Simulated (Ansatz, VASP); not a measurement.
# CoMo: VASP beside Ansatz

The input INCAR:

```
SYSTEM = CoMo
ALGO = Normal
EDIFF = 1E-6
ENCUT = 520
ISIF = 2
ISMEAR = -1
LASPH = .TRUE.
LCHARG = .FALSE.
LREAL = .FALSE.
LWAVE = .FALSE.
NBANDS = 18
NELM = 100
PREC = Accurate
SIGMA = 0.05
```

Contents of KPOINTS:

```
k-points
0
G
  14 14 8
  0 0 0
```

Contents of POSCAR:

```
CoMo
1.0
    2.7819204892      0.0000000000      0.0000000000
   -1.3909602446      2.4092138150      0.0000000000
    0.0000000000      0.0000000000      4.3186656721
Co Mo
1 1
Direct
    0.6666666667      0.3333333333      0.5000000000
    0.3333333333      0.6666666667      0.0000000000
```

Input for Ansatz:

```yaml
crystal:
  lattice:
    - [2.7819204892, 0.0, 0.0]
    - [-1.3909602446, 2.409213815, 0.0]
    - [0.0, 0.0, 4.3186656721]
  atoms:
    - { symbol: Co, position: [0.6666666667, 0.3333333333, 0.5] }
    - { symbol: Mo, position: [0.3333333333, 0.6666666667, 0.0] }
kpoints:
  mp_grid: { grid: [14, 14, 8] }
scf:
  occupations: { method: fermi_dirac, width: 0.05 }
hamiltonian:
  xc: lda
  pseudopotentials: { kind: paw }
output:
  forces: true
  stress: true
  eigenvalues: true
```

Change from the starting cell: volume scaled by 1.1, no spin polarisation, PAW files.

Alike in both runs: task single point; functional LDA; k mesh 14 × 14 × 8; occupations fermi-dirac, width 0.05 eV; no spin polarisation.

|  | VASP | Ansatz |
| --- | --- | --- |
| version | VASP 6.6.1 | Ansatz 0.2.0 |
| potentials or method | VASP PAW LDA potentials, release 64 (Co, Mo_sv) | PAW with Ansatz's default frozen-core files, scalar-relativistic |
| plane-wave cutoff (eV) | 520 | 420 |
| valence electrons in the cell | 23 | 31 |

VASP gave:

| Property | Result |
| --- | --- |
| pressure (GPa) | -29.6 |
| traceless stress, the component that is largest in VASP (GPa) | -0.61 |

Q: What did Ansatz give for the same quantities?

A: Pressure (GPa): -30.4; traceless stress, the component that is largest in VASP (GPa): -0.23.

LDA's correlation is that of Perdew and Zunger in VASP and of Perdew and Wang (1992) in Ansatz. Both programs put the cell under strong tension, so it lies far from rest at this level. VASP's potentials hold 23 valence electrons a cell and Ansatz's 31, so a difference there can come from the potentials and not from the codes.
